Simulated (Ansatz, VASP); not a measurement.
# FeNi3: VASP beside Ansatz

```
CELL_PARAMETERS angstrom
3.54588 0.00000 0.00000
0.00000 3.54588 0.00000
0.00000 0.00000 3.54588
ATOMIC_POSITIONS crystal
Fe 0.00000 0.00000 0.00000
Ni 0.00000 0.50000 0.50000
Ni 0.50000 0.00000 0.50000
Ni 0.50000 0.50000 0.00000
```

Alike in both runs: functional PBE; k mesh 6 × 6 × 6; collinear spin.

Ansatz relaxed the structure, and its values are those at the end. VASP's run is a single point on that final structure, the one shown.

```csv
,VASP,Ansatz
version,VASP 6.6.1,Ansatz 0.2.0
potentials or method,"VASP PAW PBE potentials, release 64 (Fe, Ni), cutoff 520 eV","plane waves, PAW"
occupations,"fermi-dirac, width 0.1 eV",fermi-dirac
valence electrons in the cell,38,70
```

Ansatz gave:

- pressure (GPa): 0.0
- net moment per atom (μB): 1.23
- size of the moment on the site where the two differ most (μB): 0.72

Question: What did VASP give for the same quantities?

Answer: Pressure (GPa): 0.1; net moment per atom (μB): 1.22; size of the moment on the site where the two differ most (μB): 0.66.

Site moments also hang on the region over which each program counts them. VASP's potentials hold 38 valence electrons a cell and Ansatz's 70, so a difference there can come from the potentials and not from the codes.
